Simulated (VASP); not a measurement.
# Ti in VASP: further runs, part 2 of 2

VASP 6.6.1.

## Step 4: Single point, LDA (strain +0.015 along x and y, -0.015 along z)

Input file INCAR:

```
PREC = Accurate ; ENCUT = 520
EDIFF = 1E-7 ; ISMEAR = 0
SIGMA = 0.15 ; LREAL = False
LASPH = True ; NELM = 60
ALGO = Normal ; ISIF = 2
LWAVE = False ; LCHARG = False
NBANDS = 12
```

Input file KPOINTS:

```
Automatic mesh
0
Gamma
  20 20 20
```

Input file POSCAR:

```
Ti
1.0
   -1.6656150000      1.6656150000      1.6163850000
    1.6656150000     -1.6656150000      1.6163850000
    1.6656150000      1.6656150000     -1.6163850000
Ti
1
Direct
    0.0000000000      0.0000000000      0.0000000000
```

Command:

```bash
cat potpaw_LDA.64/Ti_sv/POTCAR > POTCAR
mpirun -np 1 vasp_std > vasp.out
```

Run time: 2.2 min. Hardware: 1 thread of Intel Xeon Platinum 8259CL at 2.50GHz (Skylake/Cascade Lake), shared host; peak memory 0.23 GiB.

Results (log left out):

```
Free energy            : -8.3884 eV
Pressure               : -12.0 GPa
Band gap on the k mesh : zero (band 6 reaches 8.42 eV, above the bottom of band 7 at 6.89 eV)
```

Stress tensor (GPa, compression positive):
```
-11.71   0.00   0.00
  0.00 -11.71   0.00
  0.00   0.00 -12.52
```

Levels at points of the mesh, in eV from the Fermi level:
```tsv
k point	band 2	band 3	band 4	band 5	band 6	band 7	band 8	band 9	band 10	band 11
(0.00, 0.00, 0.00)	-32.16	-32.16	-32.16	-5.81	0.78	0.99	0.99	2.50	2.74	17.09
(0.50, 0.00, 0.00)	-32.78	-32.36	-32.17	-2.37	-0.48	1.22	2.64	3.01	4.09	8.51
(0.50, 0.50, 0.00)	-32.79	-32.35	-32.15	-2.38	-0.23	1.02	2.44	2.87	4.06	8.29
(0.50, 0.50, 0.50)	-32.60	-32.60	-32.57	-2.04	-1.96	3.73	3.73	3.79	7.86	7.86
```

Caveat: the cell differs from its parent crystal (strain +0.015 along x and y, -0.015 along z).

## Step 5: Single point, LDA (strain -0.030 along x and y, -0.030 along z)

Input file INCAR:

```
SYSTEM = Ti
  PREC = Accurate
  ENCUT = 520
  EDIFF = 1E-6
  ISMEAR = 0
  SIGMA = 0.15
  LREAL = .FALSE.
  LASPH = .TRUE.
  NELM = 80
  ALGO = Normal
  ISIF = 2
  LWAVE = .FALSE.
  LCHARG = .FALSE.
  GGA = CA
  NBANDS = 12
```

Input file KPOINTS:

```
regular mesh
0
G
  20 20 20
  0 0 0
```

Input file POSCAR:

```
Ti
1.0
   -1.5917700000      1.5917700000      1.5917700000
    1.5917700000     -1.5917700000      1.5917700000
    1.5917700000      1.5917700000     -1.5917700000
Ti
1
Direct
    0.0000000000      0.0000000000      0.0000000000
```

Potentials or basis: VASP PAW LDA potentials, release 64 (Ti_sv).

Command:

```bash
cat potpaw_LDA.64/Ti_sv/POTCAR > POTCAR
mpirun -np 1 vasp_std > vasp.out
```

OUTCAR:

```text
SYSTEM = Ti
   PREC = Accurate
   ENCUT = 520
   EDIFF = 1E-6
   ISMEAR = 0
   LREAL = .FALSE.
   LASPH = .TRUE.
   NELM = 80
   ISIF = 2
   GGA = CA

 ion  position               nearest neighbor table
   1  0.000  0.000  0.000-

  LATTYP: Found a body centered cubic cell.
 ALAT       =     3.1835400000

  Lattice vectors:

 A1 = (  -1.5917700000,   1.5917700000,   1.5917700000)
 A2 = (   1.5917700000,  -1.5917700000,   1.5917700000)
 A3 = (   1.5917700000,   1.5917700000,  -1.5917700000)

[... 530 lines left out ...]
      4     -23.2226      2.00000
      5       5.4228      2.00000
      6       8.5703      1.43578
      7       8.8120      0.08865
      8      11.2181      0.00000
      9      11.8856      0.00000
     10      12.0908      0.00000
     11      22.0416      0.00000
     12      23.9296      0.00000

 [... further k-points ...]
[... 5 lines left out ...]
  --------------------------------------------------------------------------------------
  -------------------------------------------------------------------------------------
  Total       -0.2105767     -0.2105767     -0.2105767      0.0000000     -0.0000000      0.0000000
  in kB      -20.9131722    -20.9131722    -20.9131722      0.0000000     -0.0000000      0.0000000
  external PRESSURE =     -20.9131722 kB  Pullay stress =       0.0000000 kB

 VOLUME and BASIS-vectors are now :
 -----------------------------------------------------------------------------
  energy-cutoff  :      520.00
  volume of cell :       16.13
      direct lattice vectors                 reciprocal lattice vectors
    -1.591770000  1.591770000  1.591770000     0.000000000  0.314115733  0.314115733
     1.591770000 -1.591770000  1.591770000     0.314115733  0.000000000  0.314115733
     1.591770000  1.591770000 -1.591770000     0.314115733  0.314115733  0.000000000

 POSITION                                       TOTAL-FORCE (eV/Angst)
 -----------------------------------------------------------------------------------
      0.00000      0.00000      0.00000        -0.000000      0.000000      0.000000
 -----------------------------------------------------------------------------------
    total drift:                                0.000000      0.000000     -0.000000

  FREE ENERGIE OF THE ION-ELECTRON SYSTEM (eV)
  ---------------------------------------------------
  free  energy   TOTEN  =        -8.4708371463 eV

  energy  without entropy=       -8.4477250857  energy(sigma->0) =       -8.45928112
```

Wall time 25 s (1 thread of Intel Xeon Platinum 8259CL at 2.50GHz (Skylake/Cascade Lake), shared host); peak memory 0.16 GiB.

Results:

| Quantity | Value |
| --- | --- |
| Free energy | -8.4708 eV |
| Pressure | -2.1 GPa |
| Band gap on the k mesh | zero (band 6 reaches 9.65 eV, above the bottom of band 7 at 7.91 eV) |

Caveat: the cell differs from its parent crystal (strain -0.030 along x and y, -0.030 along z).

## Step 6: Summary

```tsv
cell	gap on the mesh (eV)	pressure (GPa)
a = 2.843 Å, angles 108.3, 108.3, 111.9°, 1 atom	none	-10.8
a = 2.857 Å, angles 109.9, 109.9, 108.7°, 1 atom	none	-12.0
a = 2.857 Å, angles 108.7, 108.7, 111.1°, 1 atom	none	-12.0
a = 2.757 Å, angles 109.5°, 1 atom	none	-2.1
```

Alike in all rows: task single point; level LDA; potentials or basis VASP PAW LDA potentials, release 64 (Ti_sv); no spin polarisation; k mesh 20 × 20 × 20; cutoff (eV) 520; smearing gaussian 0.15 eV.

Total energies depend on the potentials used, so only differences within one code and one set of settings carry meaning.
